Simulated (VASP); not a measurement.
# B (Pm-3m) in VASP: single point with PBEsol

Aim: the single point of B with PBEsol.

All numbers are computed with VASP 6.6.1; they aren't measurements. Logs are shortened: lines on timing, memory, paths and dates and some standing lists are left out, and cuts for length are marked.

## 1. The cell of the first run

It takes space group Pm-3m (No. 221, cubic). The conventional cell has a = 4.090 Å, b = 4.090 Å, c = 4.090 Å, α = 90.00°, β = 90.00°, γ = 90.00°. Within 5.4 Å of B (site symmetry m-3m) lie 6 B at 4.09 Å.

This isn't the form of B at room conditions, which is rhombohedral.

## 2. Single point, PBEsol

Input file INCAR:

```
PREC = Accurate
ENCUT = 500
EDIFF = 1E-6
ISMEAR = 1
SIGMA = 0.1
LREAL = F
LASPH = T
NELM = 120
ALGO = Normal
ISIF = 2
LWAVE = F
LCHARG = T
GGA = PS
LELF = T
LVHAR = T
NBANDS = 8
GGA_COMPAT = F
```

Input file KPOINTS:

```
regular mesh
0
Gamma
  6 6 6
```

Input file POSCAR:

```
B
1.0
    4.0900000000      0.0000000000      0.0000000000
    0.0000000000      4.0900000000      0.0000000000
    0.0000000000      0.0000000000      4.0900000000
B
1
Direct
    0.5000000000      0.5000000000      0.5000000000
```

Potentials or basis: VASP PAW PBE potentials, release 64 (B).

The run is started by

```
$ cat potpaw_PBE.64/B/POTCAR > POTCAR
$ mpirun -np 1 vasp_std > vasp.out
```

OUTCAR:

```text
PREC = Accurate
   ENCUT = 500
   EDIFF = 1E-6
   ISMEAR = 1
   LREAL = F
   LASPH = T
   NELM = 120
   ISIF = 2
   GGA = PS

 ion  position               nearest neighbor table
   1  0.500  0.500  0.500-

  LATTYP: Found a simple cubic cell.
 ALAT       =     4.0900000000

  Lattice vectors:

 A1 = (   4.0900000000,   0.0000000000,   0.0000000000)
 A2 = (   0.0000000000,   4.0900000000,   0.0000000000)
 A3 = (   0.0000000000,   0.0000000000,   4.0900000000)

Analysis of symmetry for initial positions (statically):
=====================================================================
 Subroutine PRICEL returns:
 Original cell was already a primitive cell.

 Routine SETGRP: Setting up the symmetry group for a
 simple cubic supercell.

 Subroutine GETGRP returns: Found 48 space group operations
 (whereof 48 operations were pure point group operations)
 out of a pool of 48 trial point group operations.

The static configuration has the point symmetry O_h .

Analysis of symmetry for dynamics (positions and initial velocities):
=====================================================================
 Subroutine PRICEL returns:
 Original cell was already a primitive cell.

 Routine SETGRP: Setting up the symmetry group for a
 simple cubic supercell.

 Subroutine GETGRP returns: Found 48 space group operations
 (whereof 48 operations were pure point group operations)
 out of a pool of 48 trial point group operations.

The dynamic configuration has the point symmetry O_h .

 Subroutine INISYM returns: Found 48 space group operations
 (whereof 48 operations are pure point group operations),
 and found     1 'primitive' translations

----------------------------------------------------------------------------------------

                                     Primitive cell

  volume of cell :      68.4179

  direct lattice vectors                    reciprocal lattice vectors
     4.090000000  0.000000000  0.000000000     0.244498778  0.000000000  0.000000000
     0.000000000  4.090000000  0.000000000     0.000000000  0.244498778  0.000000000
     0.000000000  0.000000000  4.090000000     0.000000000  0.000000000  0.244498778

  length of vectors
     4.090000000  4.090000000  4.090000000     0.244498778  0.244498778  0.244498778

  position of ions in fractional coordinates (direct lattice)
     0.500000000  0.500000000  0.500000000

  ion indices of the primitive-cell ions
   primitive index   ion index
                 1           1

----------------------------------------------------------------------------------------

 KPOINTS: regular mesh

Automatic generation of k-mesh.
 Grid dimensions read from file:
 generate k-points for:    6    6    6

 Generating k-lattice:

  Cartesian coordinates                     Fractional coordinates (reciprocal lattice)
     0.040749796  0.000000000  0.000000000     0.166666667  0.000000000  0.000000000
     0.000000000  0.040749796  0.000000000     0.000000000  0.166666667  0.000000000
     0.000000000  0.000000000  0.040749796     0.000000000  0.000000000  0.166666667

  Length of vectors
     0.040749796  0.040749796  0.040749796

  Shift w.r.t. Gamma in fractional coordinates (k-lattice)
     0.000000000  0.000000000  0.000000000

 Subroutine IBZKPT returns following result:
 ===========================================

 Found     20 irreducible k-points:

 Following reciprocal coordinates:
            Coordinates               Weight
  0.000000  0.000000  0.000000      1.000000
  0.166667  0.000000  0.000000      6.000000
  0.333333  0.000000  0.000000      6.000000
  0.500000  0.000000  0.000000      3.000000
  0.166667  0.166667  0.000000     12.000000
  0.333333  0.166667  0.000000     24.000000
[... 12 lines left out ...]
  0.500000  0.500000  0.333333      6.000000
  0.500000  0.500000  0.500000      1.000000
   k-points           NKPTS =     20   k-points in BZ     NKDIM =     20   number of bands    NBANDS=      8
   number of dos      NEDOS =    301   number of ions     NIONS =      1
   total plane-waves  NPLWV =  27000
   dimension x,y,z NGX =    30 NGY =   30 NGZ =   30
   dimension x,y,z NGXF=    60 NGYF=   60 NGZF=   60
   ions per type =               1
   NGX,Y,Z   is equivalent  to a cutoff of  12.19, 12.19, 12.19 a.u.
   NGXF,Y,Z  is equivalent  to a cutoff of  24.39, 24.39, 24.39 a.u.
 SYSTEM =  unknown system
   PREC   = accura    normal or accurate (medium, high low for compatibility)
   ISTART =      0    job   : 0-new  1-cont  2-samecut
   ICHARG =      2    charge: 1-file 2-atom 10-const
   ISPIN  =      1    spin polarized calculation?
   LNONCOLLINEAR =      F non collinear calculations
   LSORBIT =      F    spin-orbit coupling
   LASPH  =      T    aspherical Exc in radial PAW
   ENCUT  =  500.0 eV  36.75 Ry    6.06 a.u.   7.46  7.46  7.46*2*pi/ulx,y,z
   NELM   =    120;   NELMIN=  2; NELMDL= -5     # of ELM steps
   EDIFF  = 0.1E-05   stopping-criterion for ELM
   LREAL  =      F    real-space projection
   EDIFFG = 0.1E-04   stopping-criterion for IOM
   NSW    =      0    number of steps for IOM
   IBRION =     -1    ionic relax: 0-MD 1-quasi-New 2-CG
   NFREE  =      0    steps in history (QN), initial steepest desc. (CG)
   ISIF   =      2    stress and relaxation
   ISYM   =      2    0-nonsym 1-usesym 2-fastsym
   POTIM  = 0.5000    time-step for ionic-motion
   TEBEG  =    0.0;   TEEND  =   0.0 temperature during run
   PSTRESS=    0.0 pullay stress
   NELECT =       3.0000    total number of electrons
   NUPDOWN=      -1.0000    fix difference up-down
   EMIN   =  10.00;   EMAX   =-10.00  energy-range for DOS
   EFERMI =   0.00;   METHOD = LEGACY
   ISMEAR =     1;   SIGMA  =   0.10  broadening in eV -4-tet -1-fermi 0-gaus
   EFERMI_NEDOS =   21; number of points for ismear=-14 and -15
   IALGO  =     38    algorithm
   IMIX   =      4    mixing-type and parameters
     AMIX     =   0.40;   BMIX     =  1.00
     AMIX_MAG =   1.60;   BMIX_MAG =  1.00
  volume/ion in A,a.u.               =      68.42       461.71
  Fermi-wavevector in a.u.,A,eV,Ry     =   0.577287  1.090915  4.534285  0.333261
  Thomas-Fermi vector in A             =   1.620130
   LORBIT       =      0    0 simple, 1 ext, 2 COOP (PROOUT), +10 PAW based schemes
   GGA     = PS    functional components
   LHFCALC =     F    Hartree Fock is set to
   AEXX    =    0.0000 exact exchange contribution
   IVDW    =     0    specifies the selected vdW correction
   LEPSILON=     F    determine dielectric tensor
   LRPA    =     F    only Hartree local field effects (RPA)
 non-spin polarized calculation
 Methfessel and Paxton  Order N= 1 SIGMA  =   0.10
  energy-cutoff  :      500.00
  volume of cell :       68.42
 maximum number of plane-waves:      1755
 NGX is ok and might be reduce to    30
   NGX = 15   NGY = 15   NGZ = 15

 number of electron       2.9999999 magnetization

 Free energy of the ion-electron system (eV)
  ---------------------------------------------------
  ext. energy  EPLUGINS =         0.00000000
  ---------------------------------------------------
  free energy    TOTEN  =        -0.70047539 eV

  energy without entropy =       -0.69975135  energy(sigma->0) =       -0.70023404

 E-fermi :  -2.8263     XC(G=0):  -4.6688

 val. band max:       -2.8852789578   @ k =   0.5000   0.5000   0.0000
 cond. band min:      -2.8052640070   @ k =   0.5000   0.5000   0.1667
 fundamental gap:      0.0800149508
 Fermi energy:        -2.8262772318

 k-point     1 :       0.0000    0.0000    0.0000
  band No.  band energies     occupation
      1      -8.6574      2.00000
      2      -1.6209     -0.00000
      3      -1.6209     -0.00000
      4      -1.6209     -0.00000
      5       1.5860      0.00000
      6       5.5994      0.00000
      7       5.5994      0.00000
      8       9.6411      0.00000

 k-point     2 :       0.1667    0.0000    0.0000
  band No.  band energies     occupation
      1      -8.5674      2.00000
      2      -2.1391     -0.00000
      3      -1.5790     -0.00000
      4      -1.5790     -0.00000
      5       1.9919      0.00000
      6       5.6544      0.00000
      7       5.8166      0.00000
      8       9.2634      0.00000

 k-point     3 :       0.3333    0.0000    0.0000
  band No.  band energies     occupation
      1      -8.3669      2.00000
      2      -2.9799      2.05199
      3      -1.4921     -0.00000
      4      -1.4921     -0.00000
      5       2.8259      0.00000
      6       5.0180      0.00000
      7       6.4118      0.00000
      8       8.5471      0.00000

 k-point     4 :       0.5000    0.0000    0.0000
  band No.  band energies     occupation
      1      -8.2534      2.00000
      2      -3.3537      2.00000
      3      -1.4470     -0.00000
      4      -1.4470     -0.00000
      5       3.7792      0.00000
      6       3.9840      0.00000
      7       6.9159      0.00000
      8       8.2215      0.00000

 k-point     5 :       0.1667    0.1667    0.0000
  band No.  band energies     occupation
      1      -8.4796      2.00000
      2      -2.1427     -0.00000
      3      -1.9980     -0.00000
      4      -1.5385     -0.00000
      5       2.3320      0.00000
      6       5.7998      0.00000
      7       5.8895      0.00000
      8       8.1960      0.00000
[... 133 lines left out ...]
 k-point    18 :       0.5000    0.3333    0.3333
  band No.  band energies     occupation
      1      -7.7680      2.00000
      2      -2.7379     -0.01707
      3      -2.3691     -0.00000
      4      -2.3021     -0.00000
      5       3.4383      0.00000
      6       4.7346      0.00000
      7       4.9204      0.00000
      8       7.5086      0.00000

 k-point    19 :       0.5000    0.5000    0.3333
  band No.  band energies     occupation
      1      -7.6799      2.00000
      2      -2.6320     -0.01913
      3      -2.6320     -0.01913
      4      -2.2527     -0.00000
      5       3.4900      0.00000
      6       4.6508      0.00000
      7       4.6508      0.00000
      8       6.7316      0.00000

 k-point    20 :       0.5000    0.5000    0.5000
  band No.  band energies     occupation
      1      -7.5953      2.00000
      2      -2.5374     -0.00034
      3      -2.5374     -0.00034
      4      -2.5374     -0.00034
      5       4.2428      0.00000
      6       4.2428      0.00000
      7       4.2428      0.00000
      8       5.4830      0.00000

------------------------ aborting loop because EDIFF is reached ----------------------------------------

  FORCE on cell =-STRESS in cart. coord.  units (eV):
  Direction    XX          YY          ZZ          XY          YZ          ZX
  --------------------------------------------------------------------------------------
  -------------------------------------------------------------------------------------
  Total       -1.0395038     -1.0395038     -1.0395038      0.0000000      0.0000000      0.0000000
  in kB      -24.3425863    -24.3425863    -24.3425863      0.0000000      0.0000000      0.0000000
  external PRESSURE =     -24.3425863 kB  Pullay stress =       0.0000000 kB

 VOLUME and BASIS-vectors are now :
 -----------------------------------------------------------------------------
  energy-cutoff  :      500.00
  volume of cell :       68.42
      direct lattice vectors                 reciprocal lattice vectors
     4.090000000  0.000000000  0.000000000     0.244498778  0.000000000  0.000000000
     0.000000000  4.090000000  0.000000000     0.000000000  0.244498778  0.000000000
     0.000000000  0.000000000  4.090000000     0.000000000  0.000000000  0.244498778

 POSITION                                       TOTAL-FORCE (eV/Angst)
 -----------------------------------------------------------------------------------
      2.04500      2.04500      2.04500         0.000000      0.000000      0.000000
 -----------------------------------------------------------------------------------
    total drift:                                0.000000      0.000000      0.000000

  FREE ENERGIE OF THE ION-ELECTRON SYSTEM (eV)
  ---------------------------------------------------
  free  energy   TOTEN  =        -0.7004753926 eV

  energy  without entropy=       -0.6997513486  energy(sigma->0) =       -0.70023404
```

Run time: 14 s. Hardware: 1 thread of Intel Xeon 8259CL, shared host; peak memory 0.16 GiB.

What came out:

```
Free energy            : -0.7005 eV
Pressure               : -2.4 GPa
Band gap on the k mesh : zero (an odd number of electrons rules out a gap without spin polarisation)
```

Levels at points of the mesh, in eV from the Fermi level:
| k point | band 1 | band 2 | band 3 | band 4 | band 5 |
| --- | --- | --- | --- | --- | --- |
| (0.00, 0.00, 0.00) | -5.83 | 1.21 | 1.21 | 1.21 | 4.41 |
| (0.50, 0.00, 0.00) | -5.43 | -0.53 | 1.38 | 1.38 | 6.61 |
| (0.50, 0.50, 0.00) | -5.08 | -0.06 | -0.06 | 1.53 | 5.38 |
| (0.50, 0.50, 0.50) | -4.77 | 0.29 | 0.29 | 0.29 | 7.07 |

Caveat: the PAW data sets were made with another functional, which shifts forces and pressure a little.
